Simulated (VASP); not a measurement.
The system is MnSi.

```
CELL_PARAMETERS angstrom
4.54800 0.00000 0.00000
0.00000 4.54800 0.00000
0.00000 0.00000 4.54800
ATOMIC_POSITIONS crystal
Mn 0.13800 0.13800 0.13800
Mn 0.36200 0.86200 0.63800
Mn 0.63800 0.36200 0.86200
Mn 0.86200 0.63800 0.36200
Si 0.84600 0.84600 0.84600
Si 0.65400 0.15400 0.34600
Si 0.34600 0.65400 0.15400
Si 0.15400 0.34600 0.65400
```

| Quantity | Value |
| --- | --- |
| Program | VASP 6.6.1 |
| Task | relaxation of cell and atoms |
| Functional | PBEsol |
| Potentials or basis | VASP PAW PBE potentials, release 64 (Mn_pv, Si) |
| Cutoff | 600 eV |
| k mesh | 8 × 8 × 8 |
| Occupations | gaussian, width 0.05 eV |
| Spin | no spin polarisation |

At the start: pressure -13.3 GPa; volume 11.76 Å³/atom.

**Question.** How do energy, volume and symmetry change on relaxing?

**Answer.** Over 19 steps the energy falls by 31.2 meV/atom and the volume is 11.05 Å³/atom (-6.0 %); space group P2_13 (No. 198, to 0.1 Å) before and after.

Step by step:
```
step  energy change (eV)  largest force (eV/Å)  pressure (GPa)  volume (Å³)
   1              0.0000                0.2318          -13.27        94.07
   2              0.2505                0.5562           24.25        81.43
   3             -0.2492                0.0471           -0.32        88.55
   4             -0.2493                0.0541           -0.03        88.44
   5             -0.2492                0.0607            0.28        88.33
   6             -0.2494                0.0015           -0.36        88.54
   7             -0.2495                0.0229           -0.18        88.47
   8             -0.2496                0.0062            0.03        88.38
   9             -0.2496                0.0046            0.10        88.40
  10             -0.2496                0.0052            0.06        88.41
  11             -0.2496                0.0032           -0.14        88.43
  12             -0.2496                0.0029           -0.21        88.41
  13             -0.2496                0.0044           -0.09        88.41
  14             -0.2496                0.0055           -0.02        88.41
  15             -0.2496                0.0032           -0.05        88.41
  16             -0.2496                0.0023           -0.04        88.40
  17             -0.2496                0.0033           -0.03        88.40
  18             -0.2496                0.0022           -0.04        88.40
  19             -0.2496                0.0015           -0.03        88.39
```

Final structure:
```
Mn Si
1.0
     4.45454    0.00000    0.00000
     0.00000    4.45454    0.00000
     0.00000    0.00000    4.45454
Mn Si
4 4
Cartesian
  0.6139 0.6139 0.6139
  1.6134 3.8406 2.8412
  2.8412 1.6134 3.8406
  3.8406 2.8412 1.6134
  3.7673 3.7673 3.7673
  2.9145 0.6872 1.5400
  1.5400 2.9145 0.6872
  0.6872 1.5400 2.9145
```

Caveat: the PAW data sets were made with another functional, which shifts forces and pressure a little; the run has no spin polarisation, though such a crystal can be magnetic.
